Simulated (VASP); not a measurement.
# Os (P6_3/mmc) in VASP: notebook

Runs on Os. Level: PBE. Tasks: single point, relaxation of shape and atoms at fixed volume, relaxation of cell and atoms.

Everything below comes from runs of VASP 6.6.1. Logs are shortened: lines on timing, memory, paths and dates and some standing lists are left out, and cuts for length are marked.

## Step 1: The cell of the first run

It takes space group P6_3/mmc (No. 194, hexagonal). Conventional cell: a = 2.754 Å, b = 2.754 Å, c = 4.349 Å, α = 90.00°, β = 90.00°, γ = 120.00°. Os (site symmetry -6m2) has 12 Os at 2.69 to 2.75 Å within 3.6 Å.

## Step 2: Single point, PBE

Input file INCAR:

```
ALGO = Normal
EDIFF = 1E-6
ENCUT = 600
GGA = PE
GGA_COMPAT = False
ISIF = 2
ISMEAR = -1
LASPH = True
LCHARG = True
LELF = True
LREAL = False
LVHAR = True
LWAVE = False
NBANDS = 15
NELM = 120
PREC = Accurate
SIGMA = 0.15
```

Input file KPOINTS:

```
k-points
0
Gamma
  18 18 10
```

Input file POSCAR:

```
Os
1.0
    2.7544100470      0.0000000000      0.0000000000
   -1.3772050235      2.3853890731      0.0000000000
    0.0000000000      0.0000000000      4.3491875722
Os
2
Direct
    0.3333333333      0.6666666667      0.2500000000
    0.6666666667      0.3333333333      0.7500000000
```

Potentials or basis: VASP PAW PBE potentials, release 64 (Os).

Launch:

```sh
$ cat potpaw_PBE.64/Os/POTCAR > POTCAR
$ mpirun -np 1 vasp_std > vasp.out
```

OUTCAR:

```text
EDIFF = 1E-6
   ENCUT = 600
   GGA = PE
   ISIF = 2
   ISMEAR = -1
   LASPH = True
   LREAL = False
   NELM = 120
   PREC = Accurate

 ion  position               nearest neighbor table
   1  0.333  0.667  0.250-   2 2.69   2 2.69   2 2.69   2 2.69   2 2.69   2 2.69
   2  0.667  0.333  0.750-   1 2.69   1 2.69   1 2.69   1 2.69   1 2.69   1 2.69

  LATTYP: Found a hexagonal cell.
 ALAT       =     2.7544100470
 C/A-ratio  =     1.5789905998

  Lattice vectors:

 A1 = (   2.7544100470,   0.0000000000,   0.0000000000)
 A2 = (  -1.3772050235,   2.3853890731,   0.0000000000)
 A3 = (   0.0000000000,   0.0000000000,   4.3491875722)

Analysis of symmetry for initial positions (statically):
=====================================================================
 Subroutine PRICEL returns:
 Original cell was already a primitive cell.

 Routine SETGRP: Setting up the symmetry group for a
 hexagonal supercell.

 Subroutine GETGRP returns: Found 24 space group operations
 (whereof 12 operations were pure point group operations)
 out of a pool of 24 trial point group operations.

The static configuration has the point symmetry D_3d.
 The point group associated with its full space group is D_6h.

Analysis of symmetry for dynamics (positions and initial velocities):
=====================================================================
 Subroutine PRICEL returns:
 Original cell was already a primitive cell.

 Routine SETGRP: Setting up the symmetry group for a
 hexagonal supercell.

 Subroutine GETGRP returns: Found 24 space group operations
 (whereof 12 operations were pure point group operations)
 out of a pool of 24 trial point group operations.

The dynamic configuration has the point symmetry D_3d.
 The point group associated with its full space group is D_6h.

 Subroutine INISYM returns: Found 24 space group operations
 (whereof 12 operations are pure point group operations),
 and found     1 'primitive' translations

----------------------------------------------------------------------------------------

                                     Primitive cell

  volume of cell :      28.5756

  direct lattice vectors                    reciprocal lattice vectors
     2.754410047  0.000000000  0.000000000     0.363054151  0.209609412  0.000000000
    -1.377205023  2.385389073  0.000000000     0.000000000  0.419218823  0.000000000
     0.000000000  0.000000000  4.349187572     0.000000000  0.000000000  0.229928000

  length of vectors
     2.754410047  2.754410047  4.349187572     0.419218823  0.419218823  0.229928000

  position of ions in fractional coordinates (direct lattice)
     0.333333333  0.666666667  0.250000000
     0.666666667  0.333333333  0.750000000

  ion indices of the primitive-cell ions
   primitive index   ion index
                 1           1
                 2           2

----------------------------------------------------------------------------------------

 KPOINTS: k-points

Automatic generation of k-mesh.
 Grid dimensions read from file:
 generate k-points for:   18   18   10

 Generating k-lattice:

  Cartesian coordinates                     Fractional coordinates (reciprocal lattice)
     0.020169675  0.011644967  0.000000000     0.055555556  0.000000000  0.000000000
     0.000000000  0.023289935  0.000000000     0.000000000  0.055555556  0.000000000
     0.000000000  0.000000000  0.022992800     0.000000000  0.000000000  0.100000000

  Length of vectors
     0.023289935  0.023289935  0.022992800

  Shift w.r.t. Gamma in fractional coordinates (k-lattice)
     0.000000000  0.000000000  0.000000000

 Subroutine IBZKPT returns following result:
 ===========================================

 Found    222 irreducible k-points:

 Following reciprocal coordinates:
            Coordinates               Weight
  0.000000  0.000000  0.000000      1.000000
  0.055556  0.000000  0.000000      6.000000
  0.111111  0.000000  0.000000      6.000000
  0.166667  0.000000  0.000000      6.000000
  0.222222  0.000000  0.000000      6.000000
  0.277778  0.000000  0.000000      6.000000
[... 16 lines left out ...]
  0.333333  0.111111  0.000000     12.000000
  0.388889  0.111111  0.000000     12.000000
 [... further k-points ...]
   k-points           NKPTS =    222   k-points in BZ     NKDIM =    222   number of bands    NBANDS=     15
   number of dos      NEDOS =    301   number of ions     NIONS =      2
   total plane-waves  NPLWV =  20736
   dimension x,y,z NGX =    24 NGY =   24 NGZ =   36
   dimension x,y,z NGXF=    48 NGYF=   48 NGZF=   72
   ions per type =               2
   NGX,Y,Z   is equivalent  to a cutoff of  14.49, 14.49, 13.76 a.u.
   NGXF,Y,Z  is equivalent  to a cutoff of  28.97, 28.97, 27.52 a.u.
 SYSTEM =  unknown system
   PREC   = accura    normal or accurate (medium, high low for compatibility)
   ISTART =      0    job   : 0-new  1-cont  2-samecut
   ICHARG =      2    charge: 1-file 2-atom 10-const
   ISPIN  =      1    spin polarized calculation?
   LNONCOLLINEAR =      F non collinear calculations
   LSORBIT =      F    spin-orbit coupling
   LASPH  =      T    aspherical Exc in radial PAW
   ENCUT  =  600.0 eV  44.10 Ry    6.64 a.u.   5.50  5.50  8.69*2*pi/ulx,y,z
   NELM   =    120;   NELMIN=  2; NELMDL= -5     # of ELM steps
   EDIFF  = 0.1E-05   stopping-criterion for ELM
   LREAL  =      F    real-space projection
   EDIFFG = 0.1E-04   stopping-criterion for IOM
   NSW    =      0    number of steps for IOM
   IBRION =     -1    ionic relax: 0-MD 1-quasi-New 2-CG
   NFREE  =      0    steps in history (QN), initial steepest desc. (CG)
   ISIF   =      2    stress and relaxation
   ISYM   =      2    0-nonsym 1-usesym 2-fastsym
   POTIM  = 0.5000    time-step for ionic-motion
   TEBEG  =    0.0;   TEEND  =   0.0 temperature during run
   PSTRESS=    0.0 pullay stress
   NELECT =      16.0000    total number of electrons
   NUPDOWN=      -1.0000    fix difference up-down
   EMIN   =  10.00;   EMAX   =-10.00  energy-range for DOS
   EFERMI =   0.00;   METHOD = LEGACY
   ISMEAR =    -1;   SIGMA  =   0.15  broadening in eV -4-tet -1-fermi 0-gaus
   EFERMI_NEDOS =   21; number of points for ismear=-14 and -15
   IALGO  =     38    algorithm
   IMIX   =      4    mixing-type and parameters
     AMIX     =   0.40;   BMIX     =  1.00
     AMIX_MAG =   1.60;   BMIX_MAG =  1.00
  volume/ion in A,a.u.               =      14.29        96.42
  Fermi-wavevector in a.u.,A,eV,Ry     =   1.349324  2.549852 24.771782  1.820675
  Thomas-Fermi vector in A             =   2.476920
   LORBIT       =      0    0 simple, 1 ext, 2 COOP (PROOUT), +10 PAW based schemes
   GGA     = PE    functional components
   LHFCALC =     F    Hartree Fock is set to
   AEXX    =    0.0000 exact exchange contribution
   IVDW    =     0    specifies the selected vdW correction
   LEPSILON=     F    determine dielectric tensor
   LRPA    =     F    only Hartree local field effects (RPA)
 non-spin polarized calculation
  energy-cutoff  :      600.00
  volume of cell :       28.58
 maximum number of plane-waves:       980
 NGX is ok and might be reduce to    24
   NGX = 11   NGY = 11   NGZ = 17

 number of electron      16.0000000 magnetization

 Free energy of the ion-electron system (eV)
  ---------------------------------------------------
  ext. energy  EPLUGINS =         0.00000000
  ---------------------------------------------------
  free energy    TOTEN  =       -22.54680102 eV

  energy without entropy =      -22.45159384  energy(sigma->0) =      -22.49919743

 E-fermi :   9.1706     XC(G=0): -13.9356

 val. band max:        9.1624050398   @ k =   0.1667   0.1111   0.3000
 cond. band min:       9.1815927094   @ k =   0.0000   0.0000   0.0000
 fundamental gap:      0.0191876696
 Fermi energy:         9.1705732769

 k-point     1 :       0.0000    0.0000    0.0000
  band No.  band energies     occupation
      1      -1.6022      2.00000
      2       1.5577      2.00000
      3       6.1900      2.00000
      4       6.1900      2.00000
      5       6.4419      2.00000
      6       7.0041      2.00000
      7       7.0041      2.00000
      8       7.6294      1.99993
      9       7.6294      1.99993
     10       9.1816      0.96329
     11      10.7847      0.00004
     12      10.7847      0.00004
     13      17.9801      0.00000
     14      23.1865      0.00000
     15      25.8853      0.00000

 k-point     2 :       0.0556    0.0000    0.0000
  band No.  band energies     occupation
      1      -1.4797      2.00000
      2       1.6668      2.00000
      3       5.9126      2.00000
      4       6.2970      2.00000
      5       6.6861      2.00000
      6       6.9308      2.00000
      7       7.1040      2.00000
      8       7.4845      1.99997
      9       7.5422      1.99996
     10       8.5877      1.95975
     11      10.8451      0.00003
     12      11.5575      0.00000
     13      17.9699      0.00000
     14      23.4380      0.00000
     15      26.0453      0.00000

 k-point     3 :       0.1111    0.0000    0.0000
  band No.  band energies     occupation
      1      -1.1221      2.00000
      2       1.9728      2.00000
      3       5.5032      2.00000
      4       6.6142      2.00000
      5       6.7046      2.00000
      6       6.8977      2.00000
      7       7.0691      2.00000
      8       7.3109      1.99999
      9       7.3987      1.99999
     10       7.9615      1.99937
     11      10.9986      0.00001
     12      12.8802      0.00000
     13      17.9225      0.00000
     14      24.1167      0.00000
     15      26.4641      0.00000

 k-point     4 :       0.1667    0.0000    0.0000
  band No.  band energies     occupation
      1      -0.5609      2.00000
      2       2.3962      2.00000
      3       5.1122      2.00000
      4       5.9945      2.00000
      5       6.4441      2.00000
      6       6.9986      2.00000
      7       7.1284      2.00000
      8       7.5145      1.99997
      9       7.6324      1.99993
     10       7.8735      1.99965
     11      11.1898      0.00000
     12      14.3149      0.00000
     13      17.8111      0.00000
     14      24.7711      0.00000
     15      26.6475      0.00000
[... 307 lines left out ...]
 k-point    22 :       0.2778    0.1111    0.0000
  band No.  band energies     occupation
      1       1.8861      2.00000
      2       2.9861      2.00000
      3       3.6520      2.00000
      4       4.8308      2.00000
      5       5.8052      2.00000
      6       6.5607      2.00000
      7       7.0045      2.00000
      8       9.0904      1.26107
      9       9.9660      0.00990
     10      10.9404      0.00002
     11      11.4879      0.00000
     12      17.4848      0.00000
     13      19.1065      0.00000
     14      19.7066      0.00000
     15      21.8632      0.00000

 k-point    23 :       0.3333    0.1111    0.0000
  band No.  band energies     occupation
      1       2.3328      2.00000
      2       2.7573      2.00000
      3       3.2315      2.00000
      4       5.2688      2.00000
      5       5.6951      2.00000
      6       6.7660      2.00000
      7       6.9698      2.00000
      8       9.8933      0.01603
      9      10.6631      0.00010
     10      11.5394      0.00000
     11      11.9451      0.00000
     12      17.4369      0.00000
     13      18.0559      0.00000
     14      20.2875      0.00000
     15      20.5298      0.00000

 k-point    24 :       0.3889    0.1111    0.0000
  band No.  band energies     occupation
      1       2.5176      2.00000
      2       2.6194      2.00000
      3       2.9737      2.00000
      4       5.6424      2.00000
      5       5.7061      2.00000
      6       6.5982      2.00000
      7       7.2838      1.99999
      8      10.6822      0.00008
      9      11.0961      0.00001
     10      11.5682      0.00000
     11      12.9312      0.00000
     12      15.8971      0.00000
     13      18.3966      0.00000
     14      19.5058      0.00000
     15      21.1545      0.00000

 [... further k-points ...]

------------------------ aborting loop because EDIFF is reached ----------------------------------------

  FORCE on cell =-STRESS in cart. coord.  units (eV):
  Direction    XX          YY          ZZ          XY          YZ          ZX
  --------------------------------------------------------------------------------------
  -------------------------------------------------------------------------------------
  Total        0.0122145      0.0122145     -0.0052875      0.0000000      0.0000000      0.0000000
  in kB        0.6848409      0.6848409     -0.2964599      0.0000000      0.0000000      0.0000000
  external PRESSURE =       0.3577406 kB  Pullay stress =       0.0000000 kB

 VOLUME and BASIS-vectors are now :
 -----------------------------------------------------------------------------
  energy-cutoff  :      600.00
  volume of cell :       28.58
      direct lattice vectors                 reciprocal lattice vectors
     2.754410047  0.000000000  0.000000000     0.363054151  0.209609412  0.000000000
    -1.377205023  2.385389073  0.000000000     0.000000000  0.419218823  0.000000000
     0.000000000  0.000000000  4.349187572     0.000000000  0.000000000  0.229928000

 POSITION                                       TOTAL-FORCE (eV/Angst)
 -----------------------------------------------------------------------------------
     -0.00000      1.59026      1.08730         0.000000      0.000000      0.000000
      1.37721      0.79513      3.26189        -0.000000     -0.000000      0.000000
 -----------------------------------------------------------------------------------
    total drift:                               -0.000000      0.000000     -0.000000

  FREE ENERGIE OF THE ION-ELECTRON SYSTEM (eV)
  ---------------------------------------------------
  free  energy   TOTEN  =       -22.5468010192 eV

  energy  without entropy=      -22.4515938407  energy(sigma->0) =      -22.49919743
```

Run time: 85 s. Hardware: 1 thread of Intel Xeon 8259CL, shared host; peak memory 0.23 GiB.

Results:

| Item | Value |
| --- | --- |
| Free energy | -22.5468 eV |
| Pressure | 0.0 GPa |
| Band gap on the k mesh | zero (bands 8 and 9 overlap by 3.79 eV) |

Stress tensor (GPa, compression positive):
```
 0.07  0.00  0.00
 0.00  0.07  0.00
 0.00  0.00 -0.03
```

Levels at points of the mesh, in eV from the Fermi level:
| k point | band 4 | band 5 | band 6 | band 7 | band 8 | band 9 | band 10 | band 11 | band 12 | band 13 |
| --- | --- | --- | --- | --- | --- | --- | --- | --- | --- | --- |
| (0.00, 0.00, 0.00) | -2.98 | -2.73 | -2.17 | -2.17 | -1.54 | -1.54 | 0.01 | 1.61 | 1.61 | 8.81 |
| (0.50, 0.00, 0.00) | -3.47 | -2.88 | -2.52 | -1.85 | 1.94 | 2.48 | 2.60 | 4.26 | 5.53 | 9.15 |
| (0.00, 0.00, 0.50) | -3.49 | -3.17 | -3.17 | -3.17 | -3.17 | 0.84 | 0.84 | 0.84 | 0.84 | 13.71 |
| (0.50, 0.00, 0.50) | -5.19 | -1.19 | -1.19 | -0.18 | -0.18 | 2.26 | 2.26 | 3.19 | 3.19 | 8.87 |

Caveat: spin-orbit coupling is left out, which moves the levels of the heavy elements.

## Step 3: Single point, PBE (14.57 Å³/atom)

This run uses another cell than the first one, of 14.57 Å³/atom.

Input file INCAR:

```
SYSTEM = Os
PREC = Accurate ; ENCUT = 600
EDIFF = 1E-6 ; ISMEAR = -1
SIGMA = 0.15 ; LREAL = .FALSE.
LASPH = .TRUE. ; NELM = 120
ALGO = Normal ; ISIF = 2
LWAVE = .FALSE. ; LCHARG = .FALSE.
GGA = PE ; NBANDS = 15
GGA_COMPAT = .FALSE.
```

Input file KPOINTS:

```
Automatic mesh
0
G
  18 18 10
  0 0 0
```

Input file POSCAR:

```
Os
1.0
    2.7735769672      0.0000000000      0.0000000000
   -1.3867884836      2.4019881129      0.0000000000
    0.0000000000      0.0000000000      4.3750704787
Os
2
Direct
    0.3333333333      0.6666666667      0.2500000000
    0.6666666667      0.3333333333      0.7500000000
```

Potentials or basis: VASP PAW PBE potentials, release 64 (Os).

Launch:

```sh
$ cat potpaw_PBE.64/Os/POTCAR > POTCAR
$ mpirun -np 1 vasp_std > vasp.out
```

Run time: 90 s. Hardware: 1 thread of Intel Xeon 8259CL, shared host; peak memory 0.24 GiB.

Results (log left out):

```
Free energy            : -22.5332 eV
Pressure               : -7.6 GPa
Band gap on the k mesh : zero (bands 8 and 9 overlap by 3.67 eV)
```

Stress tensor (GPa, compression positive):
```
-7.53  0.00  0.00
 0.00 -7.53  0.00
 0.00  0.00 -7.62
```

Levels at points of the mesh, in eV from the Fermi level:
```
           k point  band 6  band 7  band 8  band 9  band 10  band 11
(0.00, 0.00, 0.00)   -2.10   -2.10   -1.51   -1.51     0.03     1.57
(0.50, 0.00, 0.00)   -2.45   -1.79    1.86    2.39     2.52     4.13
(0.00, 0.00, 0.50)   -3.08   -3.08   -3.08    0.81     0.81     0.81
(0.50, 0.00, 0.50)   -1.16   -0.17   -0.17    2.18     2.18     3.10
```

Caveat: the cell stands under tension; spin-orbit coupling is left out, which moves the levels of the heavy elements.

## Step 4: Relaxation of shape and atoms at fixed volume, PBE (14.00 Å³/atom)

This run uses another cell than the first one, of 14.00 Å³/atom.

Input file INCAR:

```
SYSTEM = Os
PREC = Accurate
ENCUT = 600
EDIFF = 1E-7
ISMEAR = -1
SIGMA = 0.15
LREAL = .FALSE.
LASPH = .TRUE.
NELM = 120
ALGO = Normal
ISIF = 4
LWAVE = .FALSE.
LCHARG = .FALSE.
GGA = PE
IBRION = 2
NSW = 80
EDIFFG = -0.001
GGA_COMPAT = .FALSE.
NELMIN = 4
```

KPOINTS is that of step 3.

Input file POSCAR:

```
Os
1.0
    2.7359235165      0.0000000000      0.0000000000
   -1.3679617583      2.3693792681      0.0000000000
    0.0000000000      0.0000000000      4.3199975143
Os
2
Direct
    0.3333333333      0.6666666667      0.2500000000
    0.6666666667      0.3333333333      0.7500000000
```

Launch:

```sh
$ cat potpaw_PBE.64/Os/POTCAR > POTCAR
$ mpirun -np 1 vasp_std > vasp.out
```

Wall time 2.4 min (1 thread of Intel Xeon 8259CL, shared host); peak memory 0.23 GiB.

The run converged. Its results:

```yaml
Free_energy: -22.5316 eV
Energy_gained_by_relaxing: 0.0 meV/atom
Ionic_steps: 3
Pressure_after_relaxing: 8.6 GPa
Band_gap_on_the_k_mesh: zero (bands 8 and 9 overlap by 3.93 eV)
```

Final structure:
```
Os
1.0
     2.73520    0.00000    0.00000
    -1.36760    2.36875    0.00000
     0.00000    0.00000    4.32229
Os
2
Direct
  0.33333 0.66667 0.25000
  0.66667 0.33333 0.75000
```

Levels at points of the mesh, in eV from the Fermi level:
```csv
k point,band 4,band 5,band 6,band 7,band 8,band 9,band 10,band 11,band 12
"(0.00, 0.00, 0.00)",-3.07,-2.82,-2.23,-2.23,-1.58,-1.58,0.00,1.67,1.67
"(0.50, 0.00, 0.00)",-3.57,-2.93,-2.59,-1.90,2.02,2.58,2.69,4.39,5.69
"(0.00, 0.00, 0.50)",-3.59,-3.27,-3.27,-3.27,-3.27,0.87,0.87,0.87,0.87
"(0.50, 0.00, 0.50)",-5.35,-1.23,-1.23,-0.18,-0.18,2.35,2.35,3.28,3.28
```

Caveat: spin-orbit coupling is left out, which moves the levels of the heavy elements.

(Part 1 of 2 ends here.)
